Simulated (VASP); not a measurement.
# AlRu (P4/mmm) in VASP: single point with PBE

Aim: the single point of AlRu with PBE.

All numbers are computed with VASP 6.6.1; they aren't measurements. Logs are shortened: lines on timing, memory, paths and dates and some standing lists are left out, and cuts for length are marked.

### Step 1. The cell of the first run

The structure is tetragonal, space group P4/mmm (No. 123). Conventional cell: a = 3.004 Å, b = 3.004 Å, c = 6.008 Å, α = 90.00°, β = 90.00°, γ = 90.00°. Al (site symmetry 4mm) has 8 Ru at 2.56 to 2.65 Å and 6 Al at 2.85 to 3.15 Å within 3.4 Å. Ru (site symmetry 4/mmm) has 8 Al at 2.65 Å and 6 Ru at 3.00 Å within 3.5 Å. Ru (site symmetry 4/mmm) has 8 Al at 2.56 Å and 6 Ru at 3.00 Å within 3.4 Å.

### Step 2. Single point, PBE (atoms displaced along a vibrational mode)

Contents of INCAR:

```
SYSTEM = AlRu
PREC = Accurate
ENCUT = 520
EDIFF = 1E-6
ISMEAR = 0
SIGMA = 0.15
LREAL = .False.
LASPH = .True.
NELM = 80
ALGO = Fast
ISIF = 2
LWAVE = .False.
LCHARG = .False.
GGA = PE
NBANDS = 25
```

Contents of KPOINTS:

```
regular mesh
0
Gamma
  14 14 8
  0 0 0
```

Contents of POSCAR:

```
AlRu
1.0
    3.0038895946      0.0000000000      0.0000000000
    0.0000000000      3.0038895946      0.0000000000
    0.0000000000      0.0000000000      6.0077791893
Al Ru
2 2
Direct
    0.0000000000      0.0000000000     -0.0124838143
    0.0000000000      0.0000000000      0.5124838143
    0.5000000000      0.5000000000      0.2500000000
    0.5000000000      0.5000000000      0.7500000000
```

Potentials or basis: VASP PAW PBE potentials, release 64 (Al, Ru_pv).

Started as:

```
cat potpaw_PBE.64/Al/POTCAR potpaw_PBE.64/Ru_pv/POTCAR > POTCAR
mpirun -np 1 vasp_std > vasp.out
```

OUTCAR:

```text
SYSTEM = AlRu
   PREC = Accurate
   ENCUT = 520
   EDIFF = 1E-6
   ISMEAR = 0
   LREAL = .False.
   LASPH = .True.
   NELM = 80
   ISIF = 2
   GGA = PE

 ion  position               nearest neighbor table
   1  0.000  0.000  0.988-   4 2.56   4 2.56   4 2.56   4 2.56   3 2.65   3 2.65   3 2.65   3 2.65
                             2 2.85   2 3.15
   2  0.000  0.000  0.512-   4 2.56   4 2.56   4 2.56   4 2.56   3 2.65   3 2.65   3 2.65   3 2.65
                             1 2.85   1 3.15
   3  0.500  0.500  0.250-   1 2.65   2 2.65   1 2.65   2 2.65   1 2.65   2 2.65   1 2.65   2 2.65
                             4 3.00   4 3.00
   4  0.500  0.500  0.750-   1 2.56   2 2.56   1 2.56   2 2.56   1 2.56   2 2.56   1 2.56   2 2.56
                             3 3.00   3 3.00

  LATTYP: Found a simple tetragonal cell.
 ALAT       =     3.0038895946
 C/A-ratio  =     2.0000000000

  Lattice vectors:

 A1 = (   3.0038895946,   0.0000000000,   0.0000000000)
 A2 = (   0.0000000000,   3.0038895946,   0.0000000000)
 A3 = (   0.0000000000,   0.0000000000,   6.0077791893)

Analysis of symmetry for initial positions (statically):
=====================================================================
 Subroutine PRICEL returns:
 Original cell was already a primitive cell.

 Routine SETGRP: Setting up the symmetry group for a
 simple tetragonal supercell.

 Subroutine GETGRP returns: Found 16 space group operations
 (whereof  8 operations were pure point group operations)
 out of a pool of 16 trial point group operations.

The static configuration has the point symmetry C_4v.
 The point group associated with its full space group is D_4h.

Analysis of symmetry for dynamics (positions and initial velocities):
=====================================================================
 Subroutine PRICEL returns:
 Original cell was already a primitive cell.

 Routine SETGRP: Setting up the symmetry group for a
 simple tetragonal supercell.

 Subroutine GETGRP returns: Found 16 space group operations
 (whereof  8 operations were pure point group operations)
 out of a pool of 16 trial point group operations.

The dynamic configuration has the point symmetry C_4v.
 The point group associated with its full space group is D_4h.

 Subroutine INISYM returns: Found 16 space group operations
 (whereof  8 operations are pure point group operations),
 and found     1 'primitive' translations

----------------------------------------------------------------------------------------

                                     Primitive cell

  volume of cell :      54.2103

  direct lattice vectors                    reciprocal lattice vectors
     3.003889595  0.000000000  0.000000000     0.332901716  0.000000000  0.000000000
     0.000000000  3.003889595  0.000000000     0.000000000  0.332901716  0.000000000
     0.000000000  0.000000000  6.007779189     0.000000000  0.000000000  0.166450858

  length of vectors
     3.003889595  3.003889595  6.007779189     0.332901716  0.332901716  0.166450858

  position of ions in fractional coordinates (direct lattice)
     0.000000000  0.000000000  0.987516186
     0.000000000  0.000000000  0.512483814
     0.500000000  0.500000000  0.250000000
     0.500000000  0.500000000  0.750000000

  ion indices of the primitive-cell ions
   primitive index   ion index
                 1           1
                 2           2
                 3           3
                 4           4

----------------------------------------------------------------------------------------

 KPOINTS: regular mesh

Automatic generation of k-mesh.
 Grid dimensions read from file:
 generate k-points for:   14   14    8

 Generating k-lattice:

  Cartesian coordinates                     Fractional coordinates (reciprocal lattice)
     0.023778694  0.000000000  0.000000000     0.071428571  0.000000000  0.000000000
     0.000000000  0.023778694  0.000000000     0.000000000  0.071428571  0.000000000
     0.000000000  0.000000000  0.020806357     0.000000000  0.000000000  0.125000000

  Length of vectors
     0.023778694  0.023778694  0.020806357

  Shift w.r.t. Gamma in fractional coordinates (k-lattice)
     0.000000000  0.000000000  0.000000000

 Subroutine IBZKPT returns following result:
 ===========================================

 Found    180 irreducible k-points:

 Following reciprocal coordinates:
            Coordinates               Weight
  0.000000  0.000000  0.000000      1.000000
  0.071429  0.000000  0.000000      4.000000
  0.142857  0.000000  0.000000      4.000000
  0.214286  0.000000  0.000000      4.000000
  0.285714  0.000000  0.000000      4.000000
  0.357143  0.000000  0.000000      4.000000
[... 16 lines left out ...]
  0.285714  0.214286  0.000000      8.000000
  0.357143  0.214286  0.000000      8.000000
 [... further k-points ...]
   k-points           NKPTS =    180   k-points in BZ     NKDIM =    180   number of bands    NBANDS=     25
   number of dos      NEDOS =    301   number of ions     NIONS =      4
   total plane-waves  NPLWV =  27648
   dimension x,y,z NGX =    24 NGY =   24 NGZ =   48
   dimension x,y,z NGXF=    48 NGYF=   48 NGZF=   96
   ions per type =               2   2
   NGX,Y,Z   is equivalent  to a cutoff of  13.28, 13.28, 13.28 a.u.
   NGXF,Y,Z  is equivalent  to a cutoff of  26.56, 26.56, 26.56 a.u.
 SYSTEM =  AlRu
   PREC   = accura    normal or accurate (medium, high low for compatibility)
   ISTART =      0    job   : 0-new  1-cont  2-samecut
   ICHARG =      2    charge: 1-file 2-atom 10-const
   ISPIN  =      1    spin polarized calculation?
   LNONCOLLINEAR =      F non collinear calculations
   LSORBIT =      F    spin-orbit coupling
   LASPH  =      T    aspherical Exc in radial PAW
   ENCUT  =  520.0 eV  38.22 Ry    6.18 a.u.   5.59  5.59 11.17*2*pi/ulx,y,z
   NELM   =     80;   NELMIN=  2; NELMDL= -5     # of ELM steps
   EDIFF  = 0.1E-05   stopping-criterion for ELM
   LREAL  =      F    real-space projection
   EDIFFG = 0.1E-04   stopping-criterion for IOM
   NSW    =      0    number of steps for IOM
   IBRION =     -1    ionic relax: 0-MD 1-quasi-New 2-CG
   NFREE  =      0    steps in history (QN), initial steepest desc. (CG)
   ISIF   =      2    stress and relaxation
   ISYM   =      2    0-nonsym 1-usesym 2-fastsym
   POTIM  = 0.5000    time-step for ionic-motion
   TEBEG  =    0.0;   TEEND  =   0.0 temperature during run
   PSTRESS=    0.0 pullay stress
   NELECT =      34.0000    total number of electrons
   NUPDOWN=      -1.0000    fix difference up-down
   EMIN   =  10.00;   EMAX   =-10.00  energy-range for DOS
   EFERMI =   0.00;   METHOD = LEGACY
   ISMEAR =     0;   SIGMA  =   0.15  broadening in eV -4-tet -1-fermi 0-gaus
   EFERMI_NEDOS =   21; number of points for ismear=-14 and -15
   IALGO  =     68    algorithm
   IMIX   =      4    mixing-type and parameters
     AMIX     =   0.40;   BMIX     =  1.00
     AMIX_MAG =   1.60;   BMIX_MAG =  1.00
  volume/ion in A,a.u.               =      13.55        91.46
  Fermi-wavevector in a.u.,A,eV,Ry     =   1.401330  2.648130 26.718122  1.963727
  Thomas-Fermi vector in A             =   2.524202
   LORBIT       =      0    0 simple, 1 ext, 2 COOP (PROOUT), +10 PAW based schemes
   GGA     = PE    functional components
   LHFCALC =     F    Hartree Fock is set to
   AEXX    =    0.0000 exact exchange contribution
   IVDW    =     0    specifies the selected vdW correction
   LEPSILON=     F    determine dielectric tensor
   LRPA    =     F    only Hartree local field effects (RPA)
 non-spin polarized calculation
 RMM-DIIS sequential band-by-band and
 Gauss-broadening in eV      SIGMA  =   0.15
  energy-cutoff  :      520.00
  volume of cell :       54.21
 maximum number of plane-waves:      1486
 NGX is ok and might be reduce to    24
   NGX = 11   NGY = 11   NGZ = 23

 number of electron      33.9999992 magnetization

 Free energy of the ion-electron system (eV)
  ---------------------------------------------------
  ext. energy  EPLUGINS =         0.00000000
  ---------------------------------------------------
  free energy    TOTEN  =       -28.46968073 eV

  energy without entropy =      -28.42823951  energy(sigma->0) =      -28.44896012

 E-fermi :  10.5588     XC(G=0): -12.5005

 val. band max:       10.5586415607   @ k =   0.2857   0.1429   0.0000
 cond. band min:      10.5635365172   @ k =   0.5000   0.1429   0.5000
 fundamental gap:      0.0048949565
 Fermi energy:        10.5587565645

 k-point     1 :       0.0000    0.0000    0.0000
  band No.  band energies     occupation
      1     -31.4183      2.00000
      2     -31.2239      2.00000
      3     -31.2239      2.00000
      4     -31.2189      2.00000
      5     -31.1979      2.00000
      6     -31.1979      2.00000
[... 17 lines left out ...]
     24      21.4701      0.00000
     25      21.5001      0.00000

 k-point     2 :       0.0714    0.0000    0.0000
  band No.  band energies     occupation
      1     -31.4171      2.00000
      2     -31.2340      2.00000
      3     -31.2231      2.00000
      4     -31.2181      2.00000
      5     -31.2074      2.00000
      6     -31.1971      2.00000
[... 17 lines left out ...]
     24      20.8583      0.00000
     25      21.6825      0.00000

 k-point     3 :       0.1429    0.0000    0.0000
  band No.  band energies     occupation
      1     -31.4136      2.00000
      2     -31.2623      2.00000
      3     -31.2340      2.00000
      4     -31.2206      2.00000
      5     -31.2157      2.00000
      6     -31.1948      2.00000
[... 552 lines left out ...]
 k-point    23 :       0.2857    0.2143    0.0000
  band No.  band energies     occupation
      1     -31.3940      2.00000
      2     -31.3391      2.00000
      3     -31.3069      2.00000
      4     -31.2902      2.00000
      5     -31.2608      2.00000
      6     -31.2019      2.00000
[... 17 lines left out ...]
     24      18.8260      0.00000
     25      19.8959      0.00000

 k-point    24 :       0.3571    0.2143    0.0000
  band No.  band energies     occupation
      1     -31.3892      2.00000
      2     -31.3786      2.00000
      3     -31.3443      2.00000
      4     -31.2862      2.00000
      5     -31.2571      2.00000
      6     -31.1984      2.00000
[... 17 lines left out ...]
     24      19.1216      0.00000
     25      19.3935      0.00000

 [... further k-points ...]

------------------------ aborting loop because EDIFF is reached ----------------------------------------

  FORCE on cell =-STRESS in cart. coord.  units (eV):
  Direction    XX          YY          ZZ          XY          YZ          ZX
  --------------------------------------------------------------------------------------
  -------------------------------------------------------------------------------------
  Total        0.1768108      0.1768108      0.2379653      0.0000000      0.0000000      0.0000000
  in kB        5.2256161      5.2256161      7.0330279      0.0000000      0.0000000      0.0000000
  external PRESSURE =       5.8280867 kB  Pullay stress =       0.0000000 kB

 VOLUME and BASIS-vectors are now :
 -----------------------------------------------------------------------------
  energy-cutoff  :      520.00
  volume of cell :       54.21
      direct lattice vectors                 reciprocal lattice vectors
     3.003889595  0.000000000  0.000000000     0.332901716  0.000000000  0.000000000
     0.000000000  3.003889595  0.000000000     0.000000000  0.332901716  0.000000000
     0.000000000  0.000000000  6.007779189     0.000000000  0.000000000  0.166450858

 POSITION                                       TOTAL-FORCE (eV/Angst)
 -----------------------------------------------------------------------------------
      0.00000      0.00000      5.93278         0.000000     -0.000000      0.817954
      0.00000      0.00000      3.07889         0.000000     -0.000000     -0.817954
      1.50194      1.50194      1.50194        -0.000000     -0.000000     -0.000000
      1.50194      1.50194      4.50583         0.000000      0.000000      0.000000
 -----------------------------------------------------------------------------------
    total drift:                                0.000000     -0.000000     -0.000000

  FREE ENERGIE OF THE ION-ELECTRON SYSTEM (eV)
  ---------------------------------------------------
  free  energy   TOTEN  =       -28.4696807315 eV

  energy  without entropy=      -28.4282395062  energy(sigma->0) =      -28.44896012
```

Run time: 1.9 min. Hardware: 1 thread of AMD EPYC 9R45 (Zen 5), shared host; peak memory 0.29 GiB.

What came out:

```yaml
Free_energy: -28.4697 eV
Pressure: 0.6 GPa
Largest_force: 0.818 eV/Å
Band_gap_on_the_k_mesh: zero (bands 17 and 18 overlap by 2.60 eV)
```

Forces in eV/Å, atoms in the order of the input:
```
Al   0.000  0.000  0.818
Al   0.000  0.000 -0.818
Ru   0.000  0.000  0.000
Ru   0.000  0.000  0.000
```

Caveat: the cell differs from its parent crystal (atoms displaced along a vibrational mode).
